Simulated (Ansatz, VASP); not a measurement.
**Two plane-wave programs on TaN**

```
Ta N
1.0
     0.00000    2.00468    2.09184
     2.00468    0.00000    2.09184
     2.00468    2.00468    0.00000
Ta N
1 1
Direct
  0.50000 0.50000 0.50000
  0.00000 0.00000 0.00000
```

Change from the starting cell: strain -0.080 along x and y, -0.040 along z, atoms carried along.

Alike in both runs: task single point; functional r2SCAN; k mesh 18 × 18 × 18; occupations gaussian, width 0.15 eV; no spin polarisation.

```csv
,VASP,Ansatz
version,VASP 6.6.1,Ansatz 0.2.0
potentials or method,"VASP PAW PBE potentials, release 64 (Ta_pv, N), cutoff 520 eV","scalar-relativistic, plane waves, PAW"
valence electrons in the cell,16,18
```

VASP gave:

| Quantity | Value |
| --- | --- |
| gap on the k mesh at the Fermi level (eV) | none |
| pressure (GPa) | 144.2 |
| traceless stress, the component that is largest in VASP (GPa) | -44.93 |

**Question.** Which values does Ansatz return?

**Answer.** gap on the k mesh at the Fermi level (eV): none; pressure (GPa): 139.1; traceless stress, the component that is largest in VASP (GPa): -44.53.

VASP's potentials were made for PBE, not for r2SCAN. A gap of «none» marks a metal or a gap that the smearing closes. Both programs put the cell under a high pressure, so it lies far from rest at this level. VASP's potentials hold 16 valence electrons a cell and Ansatz's 18, so a difference there can come from the potentials and not from the codes.

Spin-orbit coupling is off throughout. Noted on VASP's run: the cell as given lies far from equilibrium.
